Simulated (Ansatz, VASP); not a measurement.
## Two plane-wave programs on Nb

The input POSCAR:

```
Nb
1.0
    2.7196400000      0.0000000000      0.0000000000
    0.0000000000      2.7196400000      0.0000000000
    0.0000000000      0.0000000000      2.7196400000
Nb
1
Direct
    0.5000000000      0.5000000000      0.5000000000
```

Contents of INCAR.step1:

```
SYSTEM = Nb
PREC = Accurate ; ENCUT = 520
EDIFF = 1E-5 ; ISMEAR = -1
SIGMA = 0.05 ; LREAL = .FALSE.
LASPH = .TRUE. ; NELM = 80
ALGO = Normal ; ISIF = 2
LWAVE = .TRUE. ; LCHARG = .FALSE.
GGA = PE ; NBANDS = 12
```

The input INCAR.step2:

```
SYSTEM = Nb
PREC = Accurate ; ENCUT = 520
EDIFF = 1E-6 ; ISMEAR = -1
SIGMA = 0.05 ; LREAL = .FALSE.
LASPH = .TRUE. ; NELM = 80
ALGO = Normal ; ISIF = 2
LWAVE = .FALSE. ; LCHARG = .FALSE.
GGA = PE ; LHFCALC = .TRUE.
AEXX = 0.25 ; PRECFOCK = Normal
ISTART = 1 ; NBANDS = 12
```

Contents of KPOINTS:

```
Automatic mesh
0
G
  5 5 5
  0 0 0
```

The input input:

```
crystal:
  lattice:
    - [2.71964, 0.0, 0.0]
    - [0.0, 2.71964, 0.0]
    - [0.0, 0.0, 2.71964]
  atoms:
    - { symbol: Nb, position: [0.5, 0.5, 0.5] }
hamiltonian:
  xc: pbe0
  pseudopotentials: { kind: paw }
kpoints:
  mp_grid: { grid: [5, 5, 5] }
scf:
  occupations: { method: fermi_dirac, width: 0.05 }
output:
  forces: true
  stress: true
  eigenvalues: true
  write_density: true
  write_potential: true
  elf: true
  volumetric_format: npy
```

Alike in both runs: task single point; functional PBE0; k mesh 5 × 5 × 5; occupations fermi-dirac, width 0.05 eV; no spin polarisation.

```csv
,VASP,Ansatz
version,VASP 6.6.1,Ansatz 0.2.0
potentials or method,"VASP PAW PBE potentials, release 64 (Nb_sv)",Ansatz PAW
plane-wave cutoff (eV),520,420
valence electrons in the cell,13,13
```

```csv
,VASP,Ansatz,Ansatz less VASP
gap on the k mesh at the Fermi level (eV),none,none,-
pressure (GPa),1.4,2.0,+0.61
```

A gap of «none» marks a metal or a gap that the smearing closes. With one functional, cell and mesh, what is left measures potentials, basis and numerics.

The k mesh is coarse, so the values compare programs but aren't converged.
